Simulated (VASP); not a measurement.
# Ni2Te2O (I4/mmm) in VASP: single point with PBE

Aim: the single point of Ni2Te2O with PBE.

All numbers are computed with VASP 6.6.1; they aren't measurements. Logs are shortened: lines on timing, memory, paths and dates and some standing lists are left out, and cuts for length are marked.

**1. The cell of the first run**

The structure is tetragonal, space group I4/mmm (No. 139). Conventional cell: a = 3.894 Å, b = 3.894 Å, c = 11.670 Å, α = 90.00°, β = 90.00°, γ = 90.00°. Ni (site symmetry mmm) has 2 O at 1.95 Å within 2.6 Å. Within 3.5 Å of Te (site symmetry 4mm) lie 4 Ni at 2.68 Å and 4 O at 3.31 Å and 4 Te at 3.49 Å. Within 2.6 Å of O (site symmetry 4/mmm) lie 4 Ni at 1.95 Å.

**2. Single point, PBE**

Contents of INCAR:

```
SYSTEM = Ni2Te2O
PREC = Accurate ; ENCUT = 520
EDIFF = 1E-7 ; ISMEAR = 0
SIGMA = 0.1 ; LREAL = .FALSE.
LASPH = .TRUE. ; NELM = 100
ALGO = Normal ; ISIF = 2
LWAVE = .FALSE. ; LCHARG = .FALSE.
GGA = PE ; NBANDS = 27
```

Contents of KPOINTS:

```
regular mesh
0
G
  12 12 12
  0 0 0
```

Contents of POSCAR:

```
Ni2Te2O
1.0
   -1.9471756551      1.9471756551      5.8351598101
    1.9471756551     -1.9471756551      5.8351598101
    1.9471756551      1.9471756551     -5.8351598101
Ni Te O
2 2 1
Direct
    0.5000000000      0.0000000000      0.5000000000
    0.0000000000      0.5000000000      0.5000000000
    0.8419705287      0.8419705287      0.0000000000
    0.1580294713      0.1580294713      0.0000000000
    0.5000000000      0.5000000000      0.0000000000
```

Potentials or basis: VASP PAW PBE potentials, release 64 (Ni, Te, O).

Started as:

```console
cat potpaw_PBE.64/Ni/POTCAR potpaw_PBE.64/Te/POTCAR potpaw_PBE.64/O/POTCAR > POTCAR
mpirun -np 1 vasp_std > vasp.out
```

OUTCAR:

```text
SYSTEM = Ni2Te2O
   PREC = Accurate
   ENCUT = 520
   EDIFF = 1E-7
   ISMEAR = 0
   LREAL = .FALSE.
   LASPH = .TRUE.
   NELM = 100
   ISIF = 2
   GGA = PE

 ion  position               nearest neighbor table
   1  0.500  0.000  0.500-   5 1.95   5 1.95   4 2.68   4 2.68   3 2.68   3 2.68   2 2.75   2 2.75
                             2 2.75   2 2.75
   2  0.000  0.500  0.500-   5 1.95   5 1.95   4 2.68   4 2.68   3 2.68   3 2.68   1 2.75   1 2.75
                             1 2.75   1 2.75
   3  0.842  0.842  0.000-   1 2.68   2 2.68   1 2.68   2 2.68   4 3.49   4 3.49   4 3.49   4 3.49

   4  0.158  0.158  0.000-   1 2.68   2 2.68   2 2.68   1 2.68   3 3.49   3 3.49   3 3.49   3 3.49

   5  0.500  0.500  0.000-   1 1.95   2 1.95   1 1.95   2 1.95

  LATTYP: Found a body centered tetragonal cell.
 ALAT       =     3.8943513102
 C/A-ratio  =     2.9967300561

  Lattice vectors:

 A1 = (  -1.9471756551,   1.9471756551,   5.8351598101)
 A2 = (   1.9471756551,  -1.9471756551,   5.8351598101)
 A3 = (   1.9471756551,   1.9471756551,  -5.8351598101)

Analysis of symmetry for initial positions (statically):
=====================================================================
 Subroutine PRICEL returns:
 Original cell was already a primitive cell.

 Routine SETGRP: Setting up the symmetry group for a
 body centered tetragonal supercell.

 Subroutine GETGRP returns: Found 16 space group operations
 (whereof 16 operations were pure point group operations)
 out of a pool of 16 trial point group operations.

The static configuration has the point symmetry D_4h.

Analysis of symmetry for dynamics (positions and initial velocities):
=====================================================================
 Subroutine PRICEL returns:
 Original cell was already a primitive cell.

 Routine SETGRP: Setting up the symmetry group for a
 body centered tetragonal supercell.

 Subroutine GETGRP returns: Found 16 space group operations
 (whereof 16 operations were pure point group operations)
 out of a pool of 16 trial point group operations.

The dynamic configuration has the point symmetry D_4h.

 Subroutine INISYM returns: Found 16 space group operations
 (whereof 16 operations are pure point group operations),
 and found     1 'primitive' translations

----------------------------------------------------------------------------------------

                                     Primitive cell

  volume of cell :      88.4959

  direct lattice vectors                    reciprocal lattice vectors
    -1.947175655  1.947175655  5.835159810     0.000000000  0.256782175  0.085687456
     1.947175655 -1.947175655  5.835159810     0.256782175  0.000000000  0.085687456
     1.947175655  1.947175655 -5.835159810     0.256782175  0.256782175  0.000000000

  length of vectors
     6.452292311  6.452292311  6.452292311     0.270701728  0.270701728  0.363144835

  position of ions in fractional coordinates (direct lattice)
     0.500000000  0.000000000  0.500000000
     0.000000000  0.500000000  0.500000000
     0.841970529  0.841970529  0.000000000
     0.158029471  0.158029471  0.000000000
     0.500000000  0.500000000  0.000000000

  ion indices of the primitive-cell ions
   primitive index   ion index
                 1           1
                 2           2
                 3           3
                 4           4
                 5           5

----------------------------------------------------------------------------------------

 KPOINTS: regular mesh

Automatic generation of k-mesh.
 Grid dimensions read from file:
 generate k-points for:   12   12   12

 Generating k-lattice:

  Cartesian coordinates                     Fractional coordinates (reciprocal lattice)
     0.000000000  0.021398515  0.007140621     0.083333333  0.000000000  0.000000000
     0.021398515  0.000000000  0.007140621     0.000000000  0.083333333  0.000000000
     0.021398515  0.021398515  0.000000000     0.000000000  0.000000000  0.083333333

  Length of vectors
     0.022558477  0.022558477  0.030262070

  Shift w.r.t. Gamma in fractional coordinates (k-lattice)
     0.000000000  0.000000000  0.000000000

 Subroutine IBZKPT returns following result:
 ===========================================

 Found    163 irreducible k-points:

 Following reciprocal coordinates:
            Coordinates               Weight
  0.000000  0.000000  0.000000      1.000000
  0.083333 -0.000000  0.000000      8.000000
  0.166667  0.000000  0.000000      8.000000
  0.250000  0.000000 -0.000000      8.000000
  0.333333  0.000000  0.000000      8.000000
  0.416667 -0.000000  0.000000      8.000000
[... 16 lines left out ...]
  0.500000  0.166667  0.000000     16.000000
 -0.416667  0.166667 -0.000000     16.000000
 [... further k-points ...]
   k-points           NKPTS =    163   k-points in BZ     NKDIM =    163   number of bands    NBANDS=     27
   number of dos      NEDOS =    301   number of ions     NIONS =      5
   total plane-waves  NPLWV = 110592
   dimension x,y,z NGX =    48 NGY =   48 NGZ =   48
   dimension x,y,z NGXF=    96 NGYF=   96 NGZF=   96
   ions per type =               2   2   1
   NGX,Y,Z   is equivalent  to a cutoff of  12.37, 12.37, 12.37 a.u.
   NGXF,Y,Z  is equivalent  to a cutoff of  24.73, 24.73, 24.73 a.u.
 SYSTEM =  Ni2Te2O
   PREC   = accura    normal or accurate (medium, high low for compatibility)
   ISTART =      0    job   : 0-new  1-cont  2-samecut
   ICHARG =      2    charge: 1-file 2-atom 10-const
   ISPIN  =      1    spin polarized calculation?
   LNONCOLLINEAR =      F non collinear calculations
   LSORBIT =      F    spin-orbit coupling
   LASPH  =      T    aspherical Exc in radial PAW
   ENCUT  =  520.0 eV  38.22 Ry    6.18 a.u.  12.00 12.00 12.00*2*pi/ulx,y,z
   NELM   =    100;   NELMIN=  2; NELMDL= -5     # of ELM steps
   EDIFF  = 0.1E-06   stopping-criterion for ELM
   LREAL  =      F    real-space projection
   EDIFFG = 0.1E-05   stopping-criterion for IOM
   NSW    =      0    number of steps for IOM
   IBRION =     -1    ionic relax: 0-MD 1-quasi-New 2-CG
   NFREE  =      0    steps in history (QN), initial steepest desc. (CG)
   ISIF   =      2    stress and relaxation
   ISYM   =      2    0-nonsym 1-usesym 2-fastsym
   POTIM  = 0.5000    time-step for ionic-motion
   TEBEG  =    0.0;   TEEND  =   0.0 temperature during run
   PSTRESS=    0.0 pullay stress
   NELECT =      38.0000    total number of electrons
   NUPDOWN=      -1.0000    fix difference up-down
   EMIN   =  10.00;   EMAX   =-10.00  energy-range for DOS
   EFERMI =   0.00;   METHOD = LEGACY
   ISMEAR =     0;   SIGMA  =   0.10  broadening in eV -4-tet -1-fermi 0-gaus
   EFERMI_NEDOS =   21; number of points for ismear=-14 and -15
   IALGO  =     38    algorithm
   IMIX   =      4    mixing-type and parameters
     AMIX     =   0.40;   BMIX     =  1.00
     AMIX_MAG =   1.60;   BMIX_MAG =  1.00
  volume/ion in A,a.u.               =      17.70       119.44
  Fermi-wavevector in a.u.,A,eV,Ry     =   1.235080  2.333962 20.754629  1.525422
  Thomas-Fermi vector in A             =   2.369744
   LORBIT       =      0    0 simple, 1 ext, 2 COOP (PROOUT), +10 PAW based schemes
   GGA     = PE    functional components
   LHFCALC =     F    Hartree Fock is set to
   AEXX    =    0.0000 exact exchange contribution
   IVDW    =     0    specifies the selected vdW correction
   LEPSILON=     F    determine dielectric tensor
   LRPA    =     F    only Hartree local field effects (RPA)
 non-spin polarized calculation
 Gauss-broadening in eV      SIGMA  =   0.10
  energy-cutoff  :      520.00
  volume of cell :       88.50
 maximum number of plane-waves:      2406
   NGX = 23   NGY = 23   NGZ = 23

 number of electron      38.0000006 magnetization

 Free energy of the ion-electron system (eV)
  ---------------------------------------------------
  ext. energy  EPLUGINS =         0.00000000
  ---------------------------------------------------
  free energy    TOTEN  =       -23.52617527 eV

  energy without entropy =      -23.50761133  energy(sigma->0) =      -23.51689330

 E-fermi :   7.5232     XC(G=0): -10.7689

 val. band max:        7.5223058369   @ k =   0.4167   0.4167   0.0833
 cond. band min:       7.5265391866   @ k =   0.3333   0.3333   0.1667
 fundamental gap:      0.0042333496
 Fermi energy:         7.5231501030

 k-point     1 :       0.0000    0.0000    0.0000
  band No.  band energies     occupation
      1     -11.5704      2.00000
      2      -5.2446      2.00000
      3      -3.1074      2.00000
      4       1.4766      2.00000
      5       2.4968      2.00000
      6       2.4968      2.00000
[... 19 lines left out ...]
     26      13.8939      0.00000
     27      16.4566      0.00000

 k-point     2 :       0.0833   -0.0000    0.0000
  band No.  band energies     occupation
      1     -11.5534      2.00000
      2      -5.2030      2.00000
      3      -3.1156      2.00000
      4       1.4868      2.00000
      5       2.4167      2.00000
      6       2.4724      2.00000
[... 19 lines left out ...]
     26      13.9494      0.00000
     27      16.0364      0.00000

 k-point     3 :       0.1667    0.0000    0.0000
  band No.  band energies     occupation
      1     -11.5064      2.00000
      2      -5.0817      2.00000
      3      -3.1455      2.00000
      4       1.4296      2.00000
      5       2.3299      2.00000
      6       2.4099      2.00000
[... 19 lines left out ...]
     26      14.2057      0.00000
     27      15.3805      0.00000

 k-point     4 :       0.2500    0.0000   -0.0000
  band No.  band energies     occupation
      1     -11.4406      2.00000
      2      -4.8922      2.00000
      3      -3.2117      2.00000
      4       1.2208      2.00000
      5       2.3324      2.00000
      6       2.3529      2.00000
[... 19 lines left out ...]
     26      14.9431      0.00000
     27      15.3361      0.00000

 k-point     5 :       0.3333    0.0000    0.0000
  band No.  band energies     occupation
      1     -11.3730      2.00000
      2      -4.6575      2.00000
      3      -3.3283      2.00000
      4       1.0013      2.00000
      5       2.1637      2.00000
      6       2.2620      2.00000
[... 19 lines left out ...]
     26      14.8715      0.00000
     27      15.3289      0.00000

 k-point     6 :       0.4167   -0.0000    0.0000
  band No.  band energies     occupation
      1     -11.3223      2.00000
      2      -4.4253      2.00000
      3      -3.4799      2.00000
      4       0.8696      2.00000
      5       2.0225      2.00000
      6       2.2141      2.00000
[... 444 lines left out ...]
      1     -11.3128      2.00000
      2      -4.4118      2.00000
      3      -3.4115      2.00000
      4       1.0461      2.00000
      5       1.6267      2.00000
      6       2.3416      2.00000
[... 19 lines left out ...]
     26      14.7380      0.00000
     27      14.7642      0.00000

 k-point    22 :       0.4167    0.1667    0.0000
  band No.  band energies     occupation
      1     -11.2634      2.00000
      2      -4.1885      2.00000
      3      -3.4976      2.00000
      4       0.8721      2.00000
      5       1.5134      2.00000
      6       2.1779      2.00000
[... 19 lines left out ...]
     26      14.5393      0.00000
     27      14.8133      0.00000

 k-point    23 :       0.5000    0.1667    0.0000
  band No.  band energies     occupation
      1     -11.2453      2.00000
      2      -4.1479      2.00000
      3      -3.4629      2.00000
      4       0.7797      2.00000
      5       1.5052      2.00000
      6       2.1036      2.00000
[... 19 lines left out ...]
     26      14.5818      0.00000
     27      14.8984      0.00000

 k-point    24 :      -0.4167    0.1667   -0.0000
  band No.  band energies     occupation
      1     -11.2640      2.00000
      2      -4.3158      2.00000
      3      -3.3011      2.00000
      4       0.7794      2.00000
      5       1.5996      2.00000
      6       2.1623      2.00000
[... 19 lines left out ...]
     26      14.5682      0.00000
     27      14.9813      0.00000

 [... further k-points ...]
[... 5 lines left out ...]
  --------------------------------------------------------------------------------------
  -------------------------------------------------------------------------------------
  Total        0.0565974      0.0565974     -0.0353169      0.0000000      0.0000000      0.0000000
  in kB        1.0246709      1.0246709     -0.6393955      0.0000000      0.0000000      0.0000000
  external PRESSURE =       0.4699821 kB  Pullay stress =       0.0000000 kB

 VOLUME and BASIS-vectors are now :
 -----------------------------------------------------------------------------
  energy-cutoff  :      520.00
  volume of cell :       88.50
      direct lattice vectors                 reciprocal lattice vectors
    -1.947175655  1.947175655  5.835159810     0.000000000  0.256782175  0.085687456
     1.947175655 -1.947175655  5.835159810     0.256782175  0.000000000  0.085687456
     1.947175655  1.947175655 -5.835159810     0.256782175  0.256782175  0.000000000

 POSITION                                       TOTAL-FORCE (eV/Angst)
 -----------------------------------------------------------------------------------
      0.00000      1.94718      0.00000        -0.000000     -0.000000      0.000000
      1.94718      0.00000      0.00000        -0.000000     -0.000000      0.000000
      0.00000      0.00000      9.82607         0.000000      0.000000     -0.027528
      0.00000      0.00000      1.84425         0.000000      0.000000      0.027528
      0.00000      0.00000      5.83516        -0.000000     -0.000000      0.000000
 -----------------------------------------------------------------------------------
    total drift:                               -0.000000     -0.000000      0.000000

  FREE ENERGIE OF THE ION-ELECTRON SYSTEM (eV)
  ---------------------------------------------------
  free  energy   TOTEN  =       -23.5261752689 eV

  energy  without entropy=      -23.5076113338  energy(sigma->0) =      -23.51689330
```

Wall time 26 min (1 thread of Oxide Virtual Turin-like, shared host); peak memory 0.56 GiB.

What came out:

| Item | Value |
| --- | --- |
| Free energy | -23.5262 eV |
| Pressure | 0.0 GPa |
| Largest force | 0.028 eV/Å |
| Band gap on the k mesh | zero (band 19 reaches 7.72 eV, above the bottom of band 20 at 7.37 eV) |

Forces in eV/Å, atoms in the order of the input:
```
Ni   0.000  0.000  0.000
Ni   0.000  0.000  0.000
Te   0.000  0.000 -0.028
Te   0.000  0.000  0.028
O    0.000  0.000  0.000
```

Stress tensor (GPa, compression positive):
```
 0.10  0.00  0.00
 0.00  0.10  0.00
 0.00  0.00 -0.06
```

Caveat: spin-orbit coupling is left out, which moves the levels of the heavy elements; the run has no spin polarisation, though such a crystal can be magnetic; semilocal functionals often make such compounds metallic where correlation or magnetic order opens a gap, which also shifts bond lengths. Spin polarisation is off, so any magnetic state and its effect on volume and gap are missing.
